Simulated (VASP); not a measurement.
Write the native input for VASP 6.6.1 that does the following.

```
Task                   : single point
Functional             : LDA
Potentials or basis    : VASP PAW LDA potentials, release 64 (Sc_sv)
Cutoff                 : 520 eV
k mesh                 : 18 × 18 × 10
Occupations            : gaussian, width 0.15 eV
Spin                   : no spin polarisation
Dipole correction      : no
Further INCAR settings : ALGO = Fast; EDIFF = 1e-06; NBANDS = 18
```

The structure of Sc lies in POSCAR:

```
Sc
1.0
    3.3087978973      0.0000000000      0.0000000000
   -1.6543989486      2.8655030350      0.0000000000
    0.0000000000      0.0000000000      5.2943400000
Sc
2
Direct
    0.3333333333      0.6666666667      0.2500000000
    0.6666666667      0.3333333333      0.7500000000
```

This cell differs from its parent crystal: strain +0.0050 x Voigt [0, 0, 1, 0, 0, 0].

One way to write it, as run:

INCAR

```
SYSTEM = Sc
PREC = Accurate
ENCUT = 520
EDIFF = 1E-6
ISMEAR = 0
SIGMA = 0.15
LREAL = .FALSE.
LASPH = .TRUE.
NELM = 60
ALGO = Fast
ISIF = 2
LWAVE = .FALSE.
LCHARG = .TRUE.
GGA = CA
LELF = .TRUE.
LVHAR = .TRUE.
NBANDS = 18
```

KPOINTS

```
regular mesh
0
G
  18 18 10
  0 0 0
```

Potentials or basis: VASP PAW LDA potentials, release 64 (Sc_sv).

Launch:

```bash
$ cat potpaw_LDA.64/Sc_sv/POTCAR > POTCAR
$ mpirun -np 1 vasp_std > vasp.out
```

It gave:

The pressure is -5.4 GPa and the band gap on the k mesh is zero (band 11 reaches 4.19 eV, above the bottom of band 12 at 2.89 eV).

Caveat: the cell differs from its parent crystal (strain +0.0050 x Voigt [0, 0, 1, 0, 0, 0]).

Wall time 6.8 min on 1 thread of Intel(R) Xeon(R) Platinum 8259CL CPU @ 2.50GHz (Skylake/Cascade Lake), with other jobs on the host, peak memory 0.28 GiB.
